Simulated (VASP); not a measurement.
# AgO (F-43m) in VASP: further runs, part 2 of 2

VASP 6.6.1. Earlier steps stand in the parts before.

### Step 3. Single point, PBEsol

Contents of INCAR:

```
SYSTEM = AgO
PREC = Accurate
ENCUT = 520
EDIFF = 1E-7
ISMEAR = -1
SIGMA = 0.05
LREAL = Auto
LASPH = .TRUE.
NELM = 100
ALGO = Normal
ISIF = 2
LWAVE = .FALSE.
LCHARG = .FALSE.
GGA = PS
NBANDS = 82
ISYM = 0
```

Contents of KPOINTS:

```
Automatic mesh
0
Gamma
  2 2 2
  0.5 0.5 0.5
```

Contents of POSCAR:

```
AgO
1.0
    4.8160000000     -4.8160000000      0.0000000000
    4.8160000000      0.0000000000      4.8160000000
    0.0000000000     -4.8160000000      4.8160000000
Ag O
8 8
Direct
    0.5000000000      0.0000000000      0.0000000000
    0.5000000000      0.0000000000      0.5000000000
    0.5000000000      0.5000000000      0.0000000000
    0.5000000000      0.5000000000      0.5000000000
    0.0000000000      0.0000000000      0.0000000000
    0.0000000000      0.0000000000      0.5000000000
    0.0000000000      0.5000000000      0.0000000000
    0.0000000000      0.5000000000      0.5000000000
    0.1250000000      0.1250000000      0.6250000000
    0.1250000000      0.1250000000      0.1250000000
    0.1250000000      0.6250000000      0.6250000000
    0.1250000000      0.6250000000      0.1250000000
    0.6250000000      0.1250000000      0.6250000000
    0.6250000000      0.1250000000      0.1250000000
    0.6250000000      0.6250000000      0.6250000000
    0.6250000000      0.6250000000      0.1250000000
```

Potentials or basis: VASP PAW PBE potentials, release 64 (Ag, O).

The run is started by

```
$ cat potpaw_PBE.64/Ag/POTCAR potpaw_PBE.64/O/POTCAR > POTCAR
$ mpirun -np 1 vasp_std > vasp.out
```

OUTCAR:

```text
SYSTEM = AgO
   PREC = Accurate
   ENCUT = 520
   EDIFF = 1E-7
   ISMEAR = -1
   LREAL = Auto
   LASPH = .TRUE.
   NELM = 100
   ISIF = 2
   GGA = PS
   ISYM = 0

 ion  position               nearest neighbor table
   1  0.500  0.000  0.000-  14 2.09  13 2.09  10 2.09  16 2.09   3 3.41   5 3.41   2 3.41   2 3.41
                             4 3.41   6 3.41   3 3.41   4 3.41   7 3.41   5 3.41   6 3.41   7 3.41
   2  0.500  0.000  0.500-  13 2.09   9 2.09  14 2.09  15 2.09   4 3.41   6 3.41   1 3.41   1 3.41
                             3 3.41   5 3.41   3 3.41   4 3.41   8 3.41   5 3.41   6 3.41   8 3.41
   3  0.500  0.500  0.000-  16 2.09  14 2.09  15 2.09  12 2.09   4 3.41   7 3.41   1 3.41   2 3.41
                             4 3.41   8 3.41   1 3.41   2 3.41   5 3.41   5 3.41   7 3.41   8 3.41
   4  0.500  0.500  0.500-  15 2.09  13 2.09  11 2.09  16 2.09   3 3.41   8 3.41   2 3.41   1 3.41
                             3 3.41   7 3.41   1 3.41   2 3.41   6 3.41   6 3.41   7 3.41   8 3.41
   5  0.000  0.000  0.000-  10 2.09   9 2.09  12 2.09  14 2.09   6 3.41   7 3.41   1 3.41   2 3.41
                             6 3.41   8 3.41   3 3.41   7 3.41   8 3.41   1 3.41   2 3.41   3 3.41
   6  0.000  0.000  0.500-   9 2.09  10 2.09  11 2.09  13 2.09   5 3.41   8 3.41   2 3.41   1 3.41
                             5 3.41   7 3.41   4 3.41   7 3.41   8 3.41   1 3.41   2 3.41   4 3.41
   7  0.000  0.500  0.000-  12 2.09  11 2.09  10 2.09  16 2.09   5 3.41   8 3.41   3 3.41   4 3.41
                             6 3.41   8 3.41   1 3.41   5 3.41   6 3.41   1 3.41   3 3.41   4 3.41
   8  0.000  0.500  0.500-  11 2.09   9 2.09  12 2.09  15 2.09   6 3.41   7 3.41   4 3.41   3 3.41
                             5 3.41   7 3.41   2 3.41   5 3.41   6 3.41   2 3.41   3 3.41   4 3.41
   9  0.125  0.125  0.625-   6 2.09   5 2.09   2 2.09   8 2.09
  10  0.125  0.125  0.125-   5 2.09   1 2.09   6 2.09   7 2.09
  11  0.125  0.625  0.625-   8 2.09   6 2.09   7 2.09   4 2.09
  12  0.125  0.625  0.125-   7 2.09   5 2.09   3 2.09   8 2.09
  13  0.625  0.125  0.625-   2 2.09   1 2.09   4 2.09   6 2.09
  14  0.625  0.125  0.125-   1 2.09   2 2.09   3 2.09   5 2.09
  15  0.625  0.625  0.625-   4 2.09   3 2.09   2 2.09   8 2.09
  16  0.625  0.625  0.125-   3 2.09   1 2.09   4 2.09   7 2.09

IMPORTANT INFORMATION: All symmetrisations will be switched off!
NOSYMM: (Re-)initialisation of all symmetry stuff for point group C_1.

----------------------------------------------------------------------------------------

                                     Primitive cell

  volume of cell :     223.4032

  direct lattice vectors                    reciprocal lattice vectors
     4.816000000 -4.816000000  0.000000000     0.103820598 -0.103820598 -0.103820598
     4.816000000  0.000000000  4.816000000     0.103820598  0.103820598  0.103820598
     0.000000000 -4.816000000  4.816000000    -0.103820598 -0.103820598  0.103820598

  length of vectors
     6.810852516  6.810852516  6.810852516     0.179822551  0.179822551  0.179822551

  position of ions in fractional coordinates (direct lattice)
     0.500000000  0.000000000  0.000000000
     0.500000000  0.000000000  0.500000000
     0.500000000  0.500000000  0.000000000
     0.500000000  0.500000000  0.500000000
     0.000000000  0.000000000  0.000000000
     0.000000000  0.000000000  0.500000000
[... 8 lines left out ...]
     0.625000000  0.625000000  0.625000000
     0.625000000  0.625000000  0.125000000

  ion indices of the primitive-cell ions
   primitive index   ion index
                 1           1
                 2           2
                 3           3
                 4           4
                 5           5
                 6           6
[... 8 lines left out ...]
                15          15
                16          16

[... 46 lines left out ...]
   total plane-waves  NPLWV = 157464
   dimension x,y,z NGX =    54 NGY =   54 NGZ =   54
   dimension x,y,z NGXF=   108 NGYF=  108 NGZF=  108
   ions per type =               8   8
   NGX,Y,Z   is equivalent  to a cutoff of  13.18, 13.18, 13.18 a.u.
   NGXF,Y,Z  is equivalent  to a cutoff of  26.36, 26.36, 26.36 a.u.
 SYSTEM =  AgO
   PREC   = accura    normal or accurate (medium, high low for compatibility)
   ISTART =      0    job   : 0-new  1-cont  2-samecut
   ICHARG =      2    charge: 1-file 2-atom 10-const
   ISPIN  =      1    spin polarized calculation?
   LNONCOLLINEAR =      F non collinear calculations
   LSORBIT =      F    spin-orbit coupling
   LASPH  =      T    aspherical Exc in radial PAW
   ENCUT  =  520.0 eV  38.22 Ry    6.18 a.u.  12.66 12.66 12.66*2*pi/ulx,y,z
   NELM   =    100;   NELMIN=  2; NELMDL= -5     # of ELM steps
   EDIFF  = 0.1E-06   stopping-criterion for ELM
   LREAL  =      T    real-space projection
   EDIFFG = 0.1E-05   stopping-criterion for IOM
   NSW    =      0    number of steps for IOM
   IBRION =     -1    ionic relax: 0-MD 1-quasi-New 2-CG
   NFREE  =      0    steps in history (QN), initial steepest desc. (CG)
   ISIF   =      2    stress and relaxation
   ISYM   =      0    0-nonsym 1-usesym 2-fastsym
   POTIM  = 0.5000    time-step for ionic-motion
   TEBEG  =    0.0;   TEEND  =   0.0 temperature during run
   PSTRESS=    0.0 pullay stress
   NELECT =     136.0000    total number of electrons
   NUPDOWN=      -1.0000    fix difference up-down
   EMIN   =  10.00;   EMAX   =-10.00  energy-range for DOS
   EFERMI =   0.00;   METHOD = LEGACY
   ISMEAR =    -1;   SIGMA  =   0.05  broadening in eV -4-tet -1-fermi 0-gaus
   EFERMI_NEDOS =   21; number of points for ismear=-14 and -15
   IALGO  =     38    algorithm
   IMIX   =      4    mixing-type and parameters
     AMIX     =   0.40;   BMIX     =  1.00
     AMIX_MAG =   1.60;   BMIX_MAG =  1.00
  volume/ion in A,a.u.               =      13.96        94.22
  Fermi-wavevector in a.u.,A,eV,Ry     =   1.387473  2.621944 26.192336  1.925082
  Thomas-Fermi vector in A             =   2.511691
   LORBIT       =      0    0 simple, 1 ext, 2 COOP (PROOUT), +10 PAW based schemes
   GGA     = PS    functional components
   LHFCALC =     F    Hartree Fock is set to
   AEXX    =    0.0000 exact exchange contribution
   IVDW    =     0    specifies the selected vdW correction
   LEPSILON=     F    determine dielectric tensor
   LRPA    =     F    only Hartree local field effects (RPA)
 non-spin polarized calculation
  energy-cutoff  :      520.00
  volume of cell :      223.40
 maximum number of plane-waves:      6024
 NGX is ok and might be reduce to    54
   NGX = 25   NGY = 25   NGZ = 25

 number of electron     135.9999992 magnetization

 Free energy of the ion-electron system (eV)
  ---------------------------------------------------
  ext. energy  EPLUGINS =         0.00000000
  ---------------------------------------------------
  free energy    TOTEN  =       -64.13661025 eV

  energy without entropy =      -63.98744416  energy(sigma->0) =      -64.06202720

 E-fermi :   4.7676     XC(G=0): -11.2886

 val. band max:        4.7328215078   @ k =   0.5000   0.0000  -0.2500
 cond. band min:       4.8153115762   @ k =   0.2500   0.2500   0.2500
 fundamental gap:      0.0824900685
 Fermi energy:         4.7676176468

 k-point     1 :       0.2500    0.2500    0.2500
  band No.  band energies     occupation
      1     -13.5082      2.00000
      2     -13.2460      2.00000
      3     -13.1773      2.00000
      4     -13.1773      2.00000
      5     -13.1773      2.00000
      6     -13.0980      2.00000
[... 1317 lines left out ...]
     79      11.8737      0.00000
     80      11.8737      0.00000
 [bands above 80 left out]

------------------------ aborting loop because EDIFF is reached ----------------------------------------

  FORCE on cell =-STRESS in cart. coord.  units (eV):
  Direction    XX          YY          ZZ          XY          YZ          ZX
  --------------------------------------------------------------------------------------
  -------------------------------------------------------------------------------------
  Total       14.8729052     14.8729176     14.8729128     -0.0000405     -0.0000418      0.0000461
  in kB      106.6637780    106.6638669    106.6638327     -0.0002908     -0.0002996      0.0003310
  external PRESSURE =     106.6638258 kB  Pullay stress =       0.0000000 kB

 VOLUME and BASIS-vectors are now :
 -----------------------------------------------------------------------------
  energy-cutoff  :      520.00
  volume of cell :      223.40
      direct lattice vectors                 reciprocal lattice vectors
     4.816000000 -4.816000000  0.000000000     0.103820598 -0.103820598 -0.103820598
     4.816000000  0.000000000  4.816000000     0.103820598  0.103820598  0.103820598
     0.000000000 -4.816000000  4.816000000    -0.103820598 -0.103820598  0.103820598

 POSITION                                       TOTAL-FORCE (eV/Angst)
 -----------------------------------------------------------------------------------
      2.40800     -2.40800      0.00000         0.000017      0.000039     -0.000021
      2.40800     -4.81600      2.40800        -0.000069     -0.000048      0.000011
      4.81600     -2.40800      2.40800         0.000039      0.000072     -0.000047
      4.81600     -4.81600      4.81600         0.000012     -0.000071      0.000049
      0.00000      0.00000      0.00000         0.000036      0.000014     -0.000046
      0.00000     -2.40800      2.40800         0.000009     -0.000017      0.000045
[... 8 lines left out ...]
      6.02000     -6.02000      6.02000         0.000111      0.000013     -0.000051
      6.02000     -3.61200      3.61200        -0.000070     -0.000005      0.000064
 -----------------------------------------------------------------------------------
    total drift:                               -0.000003      0.000007     -0.000020

  FREE ENERGIE OF THE ION-ELECTRON SYSTEM (eV)
  ---------------------------------------------------
  free  energy   TOTEN  =       -64.1366102519 eV

  energy  without entropy=      -63.9874441571  energy(sigma->0) =      -64.06202720
```

Run time: 32 min. Hardware: 1 thread of Intel Xeon Platinum 8375C at 2.90GHz (Ice Lake), shared host; peak memory 0.48 GiB.

What came out:

```
Free energy            : -64.1366 eV
Pressure               : 10.7 GPa
Band gap on the k mesh : zero (band 68 reaches 4.82 eV, above the bottom of band 69 at 4.73 eV)
```

Caveat: the k points lie up to 0.56 Å⁻¹ apart; the PAW data sets were made with another functional, which shifts forces and pressure a little.
